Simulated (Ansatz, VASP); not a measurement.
## One calculation of ZnSe, two programs

Contents of INCAR:

```
PREC = Accurate ; ENCUT = 520
EDIFF = 1E-8 ; ISMEAR = -1
SIGMA = 0.03 ; LREAL = False
LASPH = True ; NELM = 80
ALGO = Normal ; ISIF = 2
LWAVE = False ; LCHARG = False
LEFG = True ; NBANDS = 16
```

File KPOINTS:

```
regular mesh
0
Gamma
  8 8 8
```

The input POSCAR:

```
ZnSe
1.0
    0.0000000000      2.7955007105      2.7955007105
    2.7955007105      0.0000000000      2.7955007105
    2.7955007105      2.7955007105      0.0000000000
Zn Se
1 1
Direct
    0.0000000000      0.0000000000      0.0000000000
    0.7500000000      0.7500000000      0.7500000000
```

Input for Ansatz:

```yaml
crystal:
  lattice:
    - [0.0, 2.7955007105, 2.7955007105]
    - [2.7955007105, 0.0, 2.7955007105]
    - [2.7955007105, 2.7955007105, 0.0]
  atoms:
    - { symbol: Zn, position: [0.0, 0.0, 0.0] }
    - { symbol: Se, position: [0.75, 0.75, 0.75] }
kpoints:
  mp_grid: { grid: [8, 8, 8] }
scf:
  occupations: { method: fermi_dirac, width: 0.03 }
hamiltonian:
  xc: lda
  pseudopotentials: { kind: all_electron, datasets: crystal }
output:
  forces: true
  stress: true
  eigenvalues: true
  efg: { contact_densities: true }
```

Change from the starting cell: volume scaled by 0.96, crystal datasets.

Alike in both runs: task electric field gradients; functional LDA; k mesh 8 × 8 × 8; occupations fermi-dirac, width 0.03 eV; no spin polarisation.

|  | VASP | Ansatz |
| --- | --- | --- |
| version | VASP 6.6.1 | Ansatz 0.2.0 |
| potentials or method | VASP PAW LDA potentials, release 64 (Zn, Se), cutoff 520 eV | all-electron PAW with datasets made for the crystal, scalar-relativistic |

VASP gave:

- gap on the k mesh at the Fermi level (eV): 1.24
- pressure (GPa): -0.5

Problem. What did Ansatz give for the same quantities?

Solution. gap on the k mesh at the Fermi level (eV): 1.20; pressure (GPa): -0.9.

LDA's correlation is that of Perdew and Zunger in VASP and of Perdew and Wang (1992) in Ansatz. Ansatz ran all-electron here, and VASP with PAW potentials.
